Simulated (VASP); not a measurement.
A run of VASP 6.6.1 is set up as follows.

File INCAR:

```
PREC = Accurate
ENCUT = 520
EDIFF = 1E-7
ISMEAR = -1
SIGMA = 0.02
LREAL = False
LASPH = True
NELM = 100
ALGO = Normal
ISIF = 2
LWAVE = False
LCHARG = False
GGA = PE
NBANDS = 11
```

File KPOINTS:

```
regular mesh
0
Gamma
  10 10 10
```

Contents of POSCAR:

```
BeS
1.0
    0.0000000000      2.3573821523      2.4922205026
    2.3573821523      0.0000000000      2.4922205026
    2.3573821523      2.3573821523      0.0000000000
Be S
1 1
Direct
    0.0000000000      0.0000000000      0.0000000000
    0.2500000000      0.2500000000      0.2500000000
```

Potentials or basis: VASP PAW PBE potentials, release 64 (Be, S).

Run with:

```bash
$ cat potpaw_PBE.64/Be/POTCAR potpaw_PBE.64/S/POTCAR > POTCAR
$ mpirun -np 1 vasp_std > vasp.out
```

Task: Predict the pressure.

Result: 4.6 GPa.

Task: Estimate the band gap on the k mesh.

Result: 2.79 eV, indirect (least direct gap 5.54 eV).

Stress tensor (GPa, compression positive):
```
6.57 0.00 0.00
0.00 6.57 0.00
0.00 0.00 0.51
```

Caveat: the cell differs from its parent crystal (epitaxial xy strain -3.2%). A k mesh can miss the band edges.
